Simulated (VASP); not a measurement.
# K (Im-3m) in VASP: a series of runs

The runs below take K through single point, with BLYP, PBE.

All numbers are computed with VASP 6.6.1; they aren't measurements. Logs are shortened: lines on timing, memory, paths and dates and some standing lists are left out, and cuts for length are marked.

## 1. The cell of the first run

It takes space group Im-3m (No. 229, cubic). The conventional cell has a = 5.236 Å, b = 5.236 Å, c = 5.236 Å, α = 90.00°, β = 90.00°, γ = 90.00°.

## 2. Single point, BLYP

Contents of INCAR:

```
PREC     = Accurate       # precision mode
ENCUT    = 500            # plane-wave cutoff, eV
EDIFF    = 1E-6           # SCF threshold, eV
ISMEAR   = 1              # smearing method
SIGMA    = 0.1            # smearing width, eV
LREAL    = False          # projectors in reciprocal space
LASPH    = True           # aspherical terms in the spheres
NELM     = 120            # most SCF steps
ALGO     = Normal         # electronic algorithm
ISIF     = 2              # what is computed and relaxed
LWAVE    = False          # write WAVECAR
LCHARG   = False          # write CHGCAR
GGA      = B5             # functional
ALDAX    = 1.0          
AGGAX    = 1.0          
AGGAC    = 1.0          
ALDAC    = 0.0          
NBANDS   = 10             # bands
GGA_COMPAT= False
```

Contents of KPOINTS:

```
regular mesh
0
Gamma
  4 4 4
```

Contents of POSCAR:

```
K
1.0
   -2.6180000000      2.6180000000      2.6180000000
    2.6180000000     -2.6180000000      2.6180000000
    2.6180000000      2.6180000000     -2.6180000000
K
1
Direct
    0.4580000000      0.4130000000      0.0220000000
```

Potentials or basis: VASP PAW PBE potentials, release 64 (K_sv).

Run with:

```sh
$ cat potpaw_PBE.64/K_sv/POTCAR > POTCAR
$ mpirun -np 1 vasp_std > vasp.out
```

OUTCAR:

```text
PREC = Accurate
   ENCUT = 500
   EDIFF = 1E-6
   ISMEAR = 1
   LREAL = False
   LASPH = True
   NELM = 120
   ISIF = 2
   GGA = B5

 ion  position               nearest neighbor table
   1  0.458  0.413  0.022-

  LATTYP: Found a body centered cubic cell.
 ALAT       =     5.2360000000

  Lattice vectors:

 A1 = (  -2.6180000000,   2.6180000000,   2.6180000000)
 A2 = (   2.6180000000,  -2.6180000000,   2.6180000000)
 A3 = (   2.6180000000,   2.6180000000,  -2.6180000000)

Analysis of symmetry for initial positions (statically):
=====================================================================
 Subroutine PRICEL returns:
 Original cell was already a primitive cell.

 Routine SETGRP: Setting up the symmetry group for a
 body centered cubic supercell.

 Subroutine GETGRP returns: Found 48 space group operations
 (whereof  1 operations were pure point group operations)
 out of a pool of 48 trial point group operations.

The static configuration has the point symmetry C_1 .
 The point group associated with its full space group is O_h .

Analysis of symmetry for dynamics (positions and initial velocities):
=====================================================================
 Subroutine PRICEL returns:
 Original cell was already a primitive cell.

 Routine SETGRP: Setting up the symmetry group for a
 body centered cubic supercell.

 Subroutine GETGRP returns: Found 48 space group operations
 (whereof  1 operations were pure point group operations)
 out of a pool of 48 trial point group operations.

The dynamic configuration has the point symmetry C_1 .
 The point group associated with its full space group is O_h .

 Subroutine INISYM returns: Found 48 space group operations
 (whereof  1 operations are pure point group operations),
 and found     1 'primitive' translations

----------------------------------------------------------------------------------------

                                     Primitive cell

  volume of cell :      71.7743

  direct lattice vectors                    reciprocal lattice vectors
    -2.618000000  2.618000000  2.618000000     0.000000000  0.190985485  0.190985485
     2.618000000 -2.618000000  2.618000000     0.190985485  0.000000000  0.190985485
     2.618000000  2.618000000 -2.618000000     0.190985485  0.190985485  0.000000000

  length of vectors
     4.534509014  4.534509014  4.534509014     0.270094263  0.270094263  0.270094263

  position of ions in fractional coordinates (direct lattice)
     0.458000000  0.413000000  0.022000000

  ion indices of the primitive-cell ions
   primitive index   ion index
                 1           1

----------------------------------------------------------------------------------------

 KPOINTS: regular mesh

Automatic generation of k-mesh.
 Grid dimensions read from file:
 generate k-points for:    4    4    4

 Generating k-lattice:

  Cartesian coordinates                     Fractional coordinates (reciprocal lattice)
     0.000000000  0.047746371  0.047746371     0.250000000  0.000000000  0.000000000
     0.047746371  0.000000000  0.047746371     0.000000000  0.250000000  0.000000000
     0.047746371  0.047746371  0.000000000     0.000000000  0.000000000  0.250000000

  Length of vectors
     0.067523566  0.067523566  0.067523566

  Shift w.r.t. Gamma in fractional coordinates (k-lattice)
     0.000000000  0.000000000  0.000000000

 Subroutine IBZKPT returns following result:
 ===========================================

 Found      8 irreducible k-points:

 Following reciprocal coordinates:
            Coordinates               Weight
  0.000000  0.000000  0.000000      1.000000
  0.250000  0.000000  0.000000     12.000000
  0.500000  0.000000  0.000000      6.000000
  0.250000  0.250000  0.000000     24.000000
  0.250000  0.250000  0.250000      2.000000
 -0.250000  0.250000  0.250000      6.000000
  0.500000  0.500000  0.250000     12.000000
  0.500000  0.500000  0.500000      1.000000
   k-points           NKPTS =      8   k-points in BZ     NKDIM =      8   number of bands    NBANDS=     10
   number of dos      NEDOS =    301   number of ions     NIONS =      1
   total plane-waves  NPLWV =  46656
   dimension x,y,z NGX =    36 NGY =   36 NGZ =   36
   dimension x,y,z NGXF=    72 NGYF=   72 NGZF=   72
   ions per type =               1
   NGX,Y,Z   is equivalent  to a cutoff of  13.20, 13.20, 13.20 a.u.
   NGXF,Y,Z  is equivalent  to a cutoff of  26.40, 26.40, 26.40 a.u.
 SYSTEM =  unknown system
   PREC   = accura    normal or accurate (medium, high low for compatibility)
   ISTART =      0    job   : 0-new  1-cont  2-samecut
   ICHARG =      2    charge: 1-file 2-atom 10-const
   ISPIN  =      1    spin polarized calculation?
   LNONCOLLINEAR =      F non collinear calculations
   LSORBIT =      F    spin-orbit coupling
   LASPH  =      T    aspherical Exc in radial PAW
   ENCUT  =  500.0 eV  36.75 Ry    6.06 a.u.   8.27  8.27  8.27*2*pi/ulx,y,z
   NELM   =    120;   NELMIN=  2; NELMDL= -5     # of ELM steps
   EDIFF  = 0.1E-05   stopping-criterion for ELM
   LREAL  =      F    real-space projection
   EDIFFG = 0.1E-04   stopping-criterion for IOM
   NSW    =      0    number of steps for IOM
   IBRION =     -1    ionic relax: 0-MD 1-quasi-New 2-CG
   NFREE  =      0    steps in history (QN), initial steepest desc. (CG)
   ISIF   =      2    stress and relaxation
   ISYM   =      2    0-nonsym 1-usesym 2-fastsym
   POTIM  = 0.5000    time-step for ionic-motion
   TEBEG  =    0.0;   TEEND  =   0.0 temperature during run
   PSTRESS=    0.0 pullay stress
   NELECT =       9.0000    total number of electrons
   NUPDOWN=      -1.0000    fix difference up-down
   EMIN   =  10.00;   EMAX   =-10.00  energy-range for DOS
   EFERMI =   0.00;   METHOD = LEGACY
   ISMEAR =     1;   SIGMA  =   0.10  broadening in eV -4-tet -1-fermi 0-gaus
   EFERMI_NEDOS =   21; number of points for ismear=-14 and -15
   IALGO  =     38    algorithm
   IMIX   =      4    mixing-type and parameters
     AMIX     =   0.40;   BMIX     =  1.00
     AMIX_MAG =   1.60;   BMIX_MAG =  1.00
  volume/ion in A,a.u.               =      71.77       484.36
  Fermi-wavevector in a.u.,A,eV,Ry     =   0.819406  1.548454  9.135317  0.671427
  Thomas-Fermi vector in A             =   1.930206
   LORBIT       =      0    0 simple, 1 ext, 2 COOP (PROOUT), +10 PAW based schemes
   GGA     = B5    functional components
   LHFCALC =     F    Hartree Fock is set to
   AEXX    =    0.0000 exact exchange contribution
   IVDW    =     0    specifies the selected vdW correction
   LEPSILON=     F    determine dielectric tensor
   LRPA    =     F    only Hartree local field effects (RPA)
 non-spin polarized calculation
 Methfessel and Paxton  Order N= 1 SIGMA  =   0.10
  energy-cutoff  :      500.00
  volume of cell :       71.77
 maximum number of plane-waves:      1878
 NGX is ok and might be reduce to    36
   NGX = 17   NGY = 17   NGZ = 17

 number of electron       9.0000000 magnetization

 Free energy of the ion-electron system (eV)
  ---------------------------------------------------
  ext. energy  EPLUGINS =         0.00000000
  ---------------------------------------------------
  free energy    TOTEN  =        -0.63019987 eV

  energy without entropy =       -0.61969831  energy(sigma->0) =       -0.62669935

 E-fermi :   0.3328     XC(G=0):  -5.3327

 val. band max:        0.3278839974   @ k =   0.2500   0.2500   0.0000
 cond. band min:       0.7380510137   @ k =   0.5000   0.0000   0.0000
 fundamental gap:      0.4101670164
 Fermi energy:         0.3328141332

 k-point     1 :       0.0000    0.0000    0.0000
  band No.  band energies     occupation
      1     -31.8928      2.00000
      2     -15.4254      2.00000
      3     -15.4254      2.00000
      4     -15.4254      2.00000
      5      -1.8434      2.00000
      6       4.4242      0.00000
      7       4.4242      0.00000
      8       4.4242      0.00000
      9       5.3472      0.00000
     10       5.3472      0.00000

 k-point     2 :       0.2500    0.0000    0.0000
  band No.  band energies     occupation
      1     -31.8905      2.00000
      2     -15.4625      2.00000
      3     -15.4379      2.00000
      4     -15.4253      2.00000
      5      -1.0695      2.00000
      6       3.2343      0.00000
      7       3.8130      0.00000
      8       5.0527      0.00000
      9       5.1624      0.00000
     10       5.3489      0.00000

 k-point     3 :       0.5000    0.0000    0.0000
  band No.  band energies     occupation
      1     -31.8881      2.00000
      2     -15.4990      2.00000
      3     -15.4503      2.00000
      4     -15.4252      2.00000
      5       0.7381     -0.00000
      6       1.1368     -0.00000
      7       3.3798      0.00000
      8       4.9943      0.00000
      9       5.8035      0.00000
     10       6.4488      0.00000

 k-point     4 :       0.2500    0.2500    0.0000
  band No.  band energies     occupation
      1     -31.8881      2.00000
      2     -15.4855      2.00000
      3     -15.4562      2.00000
      4     -15.4329      2.00000
      5       0.3279      1.08333
      6       2.2367     -0.00000
      7       2.7002      0.00000
      8       4.9468      0.00000
      9       5.1972      0.00000
     10       5.8423      0.00000

 k-point     5 :       0.2500    0.2500    0.2500
  band No.  band energies     occupation
      1     -31.8879      2.00000
      2     -15.4612      2.00000
      3     -15.4612      2.00000
      4     -15.4612      2.00000
      5       1.8560     -0.00000
      6       1.8560     -0.00000
      7       1.8560     -0.00000
      8       3.2403      0.00000
      9       5.8757      0.00000
     10       5.8757      0.00000

 k-point     6 :      -0.2500    0.2500    0.2500
  band No.  band energies     occupation
      1     -31.8884      2.00000
      2     -15.4634      2.00000
      3     -15.4512      2.00000
      4     -15.4512      2.00000
      5      -0.3431      2.00000
      6       3.1743      0.00000
      7       3.7932      0.00000
      8       3.7932      0.00000
      9       5.2359      0.00000
     10       5.2628      0.00000

 k-point     7 :       0.5000    0.5000    0.2500
  band No.  band energies     occupation
      1     -31.8863      2.00000
      2     -15.4889      2.00000
      3     -15.4645      2.00000
      4     -15.4522      2.00000
      5       1.4499     -0.00000
      6       1.4857     -0.00000
      7       3.4718      0.00000
      8       3.6318      0.00000
      9       5.0116      0.00000
     10       6.3738      0.00000

 k-point     8 :       0.5000    0.5000    0.5000
  band No.  band energies     occupation
      1     -31.8844      2.00000
      2     -15.4787      2.00000
      3     -15.4787      2.00000
      4     -15.4787      2.00000
      5       1.9987     -0.00000
      6       1.9987     -0.00000
      7       3.9019      0.00000
      8       3.9019      0.00000
      9       3.9019      0.00000
     10       5.6244      0.00000

------------------------ aborting loop because EDIFF is reached ----------------------------------------

  FORCE on cell =-STRESS in cart. coord.  units (eV):
  Direction    XX          YY          ZZ          XY          YZ          ZX
  --------------------------------------------------------------------------------------
  -------------------------------------------------------------------------------------
  Total        0.1224843      0.1224843      0.1224843     -0.0000000      0.0000000     -0.0000000
  in kB        2.7341494      2.7341494      2.7341494     -0.0000000      0.0000000     -0.0000000
  external PRESSURE =       2.7341494 kB  Pullay stress =       0.0000000 kB

 VOLUME and BASIS-vectors are now :
 -----------------------------------------------------------------------------
  energy-cutoff  :      500.00
  volume of cell :       71.77
      direct lattice vectors                 reciprocal lattice vectors
    -2.618000000  2.618000000  2.618000000     0.000000000  0.190985485  0.190985485
     2.618000000 -2.618000000  2.618000000     0.190985485  0.000000000  0.190985485
     2.618000000  2.618000000 -2.618000000     0.190985485  0.190985485  0.000000000

 POSITION                                       TOTAL-FORCE (eV/Angst)
 -----------------------------------------------------------------------------------
     -0.06021      0.17541      2.22268        -0.000000      0.000000     -0.000000
 -----------------------------------------------------------------------------------
    total drift:                                0.000005      0.000001     -0.000001

  FREE ENERGIE OF THE ION-ELECTRON SYSTEM (eV)
  ---------------------------------------------------
  free  energy   TOTEN  =        -0.6301998730 eV

  energy  without entropy=       -0.6196983059  energy(sigma->0) =       -0.62669935
```

Wall time 37 s (1 thread of Intel Xeon 8259CL, shared host); peak memory 0.19 GiB.

What came out:

```yaml
Free_energy: -0.6302 eV
Pressure: 0.3 GPa
Band_gap_on_the_k_mesh: zero (an odd number of electrons rules out a gap without spin polarisation)
```

Caveat: the k points lie up to 0.42 Å⁻¹ apart, too coarse for converged energies and pressures of a metal; the PAW data sets were made with another functional, which shifts forces and pressure a little.

## 3. Single point, PBE, non-collinear spin, zero start, spin-orbit coupling

Contents of INCAR:

```
  PREC = Accurate
  ENCUT = 500
  EDIFF = 1E-6
  ISMEAR = 0
  SIGMA = 0.1
  LREAL = F
  LASPH = T
  NELM = 200
  ALGO = Normal
  ISIF = 2
  LWAVE = F
  LCHARG = F
  MAGMOM = 0 0 0
  LORBIT = 11
  LSORBIT = T
  GGA_COMPAT = F
  LORBMOM = T
  GGA = PE
  NBANDS = 20
```

Contents of KPOINTS:

```
Automatic mesh
0
Gamma
  1 1 1
```

Changes to POSCAR since step 2:

```diff
@@ -8,2 +8,2 @@
 Direct
-    0.4580000000      0.4130000000      0.0220000000
+    0.0000000000      0.0000000000      0.0000000000
```

Potentials or basis: VASP PAW PBE potentials, release 64 (K_sv).

Run with:

```sh
$ cat potpaw_PBE.64/K_sv/POTCAR > POTCAR
$ mpirun -np 1 vasp_ncl > vasp.out
```

It took 32 s on 1 thread of Intel Xeon 8259CL, shared host; peak memory 0.36 GiB.

Results (log left out):

- Free energy: -2.2919 eV
- Pressure: -0.7 GPa
- Net moment: 0.00 μB per cell
- Valence electrons inside the program's atomic spheres: K 7.55

Moments on the atoms (μB; x, y, z):
```
K   0.00 0.00 0.00
```

Caveat: the k points lie up to 1.70 Å⁻¹ apart, too coarse for converged energies, forces and pressures.

## 4. Single point, PBE

Contents of INCAR:

```
SYSTEM = K
  ALGO = Normal
  EDIFF = 1E-6
  ENCUT = 500
  GGA = PE
  GGA_COMPAT = .False.
  ISIF = 2
  ISMEAR = 1
  LASPH = .True.
  LCHARG = .True.
  LELF = .True.
  LREAL = .False.
  LVHAR = .True.
  LWAVE = .False.
  NBANDS = 10
  NELM = 120
  PREC = Accurate
  SIGMA = 0.047
```

Contents of KPOINTS:

```
k-points
0
Gamma
  4 4 4
  0 0 0
```

POSCAR is that of step 3.

Run with:

```sh
$ cat potpaw_PBE.64/K_sv/POTCAR > POTCAR
$ mpirun -np 1 vasp_std > vasp.out
```

Wall time 13 s (1 thread of Intel Xeon 8259CL, shared host); peak memory 0.19 GiB.

It converged, with:

* Free energy: -0.9714 eV
* Pressure: 0.2 GPa
* Band gap on the k mesh: zero (an odd number of electrons rules out a gap without spin polarisation)

Levels at points of the mesh, in eV from the Fermi level:
```csv
k point,band 2,band 3,band 4,band 5,band 6,band 7
"(0.00, 0.00, 0.00)",-15.53,-15.53,-15.53,-2.16,4.35,4.35
"(0.50, 0.00, 0.00)",-15.61,-15.56,-15.53,0.48,0.73,3.20
"(0.50, 0.50, 0.50)",-15.59,-15.59,-15.59,1.69,1.69,3.57
```

Caveat: the k points lie up to 0.42 Å⁻¹ apart, too coarse for converged energies and pressures of a metal.

## 5. The runs side by side

| level | spin | k mesh | smearing | gap on the mesh (eV) | pressure (GPa) |
| --- | --- | --- | --- | --- | --- |
| BLYP | off | 4 × 4 × 4 | methfessel-paxton 0.1 eV | none | 0.3 |
| PBE | non-collinear, zero start, SOC | 1 × 1 × 1 | gaussian 0.1 eV | - | -0.7 |
| PBE | off | 4 × 4 × 4 | methfessel-paxton 0.047 eV | none | 0.2 |

Alike in all rows: task single point; potentials or basis VASP PAW PBE potentials, release 64 (K_sv); cell as given; cutoff (eV) 500.

Caveats: all runs use coarse meshes; the PAW data sets were made with another functional, which shifts forces and pressure a little (at least some runs).

Absolute energies hang on the potentials; compare differences alone.

The gap in the log of VASP goes by the Fermi energy; the results here count the filled bands.